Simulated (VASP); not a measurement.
MnSi:

```
CELL_PARAMETERS angstrom
4.54800 0.00000 0.00000
0.00000 4.54800 0.00000
0.00000 0.00000 4.54800
ATOMIC_POSITIONS crystal
Mn 0.13548 0.13548 0.13548
Mn 0.36452 0.86452 0.63548
Mn 0.63548 0.36452 0.86452
Mn 0.86452 0.63548 0.36452
Si 0.84469 0.84469 0.84469
Si 0.65531 0.15531 0.34469
Si 0.34469 0.65531 0.15531
Si 0.15531 0.34469 0.65531
```

* Program: VASP 6.6.1
* Task: relaxation of cell and atoms
* Functional: PBEsol
* Potentials or basis: VASP PAW PBE potentials, release 64 (Mn_pv, Si)
* Cutoff: 600 eV
* k mesh: 7 × 7 × 7
* Occupations: fermi-dirac, width 0.05 eV
* Spin: collinear spin, ferromagnetic start
* Starting moments: [3.5, 3.5, 3.5, 3.5, 0.0, 0.0, 0.0, 0.0] μB

At the start: pressure -10.1 GPa; volume 11.76 Å³/atom.

Where does the relaxation end?

Over 9 steps the energy falls by 19.2 meV/atom and the volume is 11.18 Å³/atom (-5.0 %); space group P2_13 (No. 198, to 0.1 Å) before and after; moment 3.65 μB per cell.

Step by step:
```tsv
step	energy change (eV)	largest force (eV/Å)	pressure (GPa)	volume (Å³)
1	0.0000	0.0183	-10.06	94.07
2	0.0867	0.4937	15.25	84.37
3	-0.1471	0.2118	-0.02	89.62
4	-0.1526	0.0589	-0.09	89.50
5	-0.1532	0.0278	-0.07	89.45
6	-0.1532	0.0271	-0.12	89.45
7	-0.1533	0.0040	0.17	89.34
8	-0.1533	0.0108	0.08	89.37
9	-0.1533	0.0045	-0.03	89.41
```

Final structure:
```
Mn Si
1.0
     4.47164    0.00000    0.00000
     0.00000    4.47164    0.00000
     0.00000    0.00000    4.47164
Mn Si
4 4
Cartesian
  0.6135 0.6135 0.6135
  1.6223 3.8581 2.8494
  2.8494 1.6223 3.8581
  3.8581 2.8494 1.6223
  3.7804 3.7804 3.7804
  2.9271 0.6912 1.5446
  1.5446 2.9271 0.6912
  0.6912 1.5446 2.9271
```

Caveat: the PAW data sets were made with another functional, which shifts forces and pressure a little.
